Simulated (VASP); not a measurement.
# C: single point with PBE

C:

```
C
1.0
     0.00000    1.78012    1.78012
     1.78012    0.00000    1.78012
     1.78012    1.78012    0.00000
C
2
Cartesian
  0.0000 0.0000 0.0000
  0.8901 0.8901 0.8901
```

```yaml
Program: VASP 6.6.1
Task: single point
Functional: PBE
Potentials_or_basis: VASP PAW PBE potentials, release 64 (C)
Cutoff: 520 eV
k_mesh: 3 × 3 × 3
Occupations: gaussian, width 0.01 eV
Spin: no spin polarisation
Dipole_correction: no
Further_INCAR_settings: ALGO = Normal; EDIFF = 1e-06; NBANDS = 11
```

| Quantity | Value |
| --- | --- |
| Pressure | 10.2 GPa |
| Band gap on the k mesh | 4.12 eV, indirect (least direct gap 5.58 eV) |

Levels at points of the mesh, in eV from the valence-band top:
| k point | band 2 | band 3 | band 4 | band 5 | band 6 | band 7 |
| --- | --- | --- | --- | --- | --- | --- |
| (0.00, 0.00, 0.00) | 0.00 | 0.00 | 0.00 | 5.58 | 5.58 | 5.58 |

Run time: 3 s on 1 thread of Intel Xeon 8259CL, on a shared host, peak memory 0.11 GiB.

Caveat: the k points lie up to 1.02 Å⁻¹ apart. A k mesh can miss the band edges.
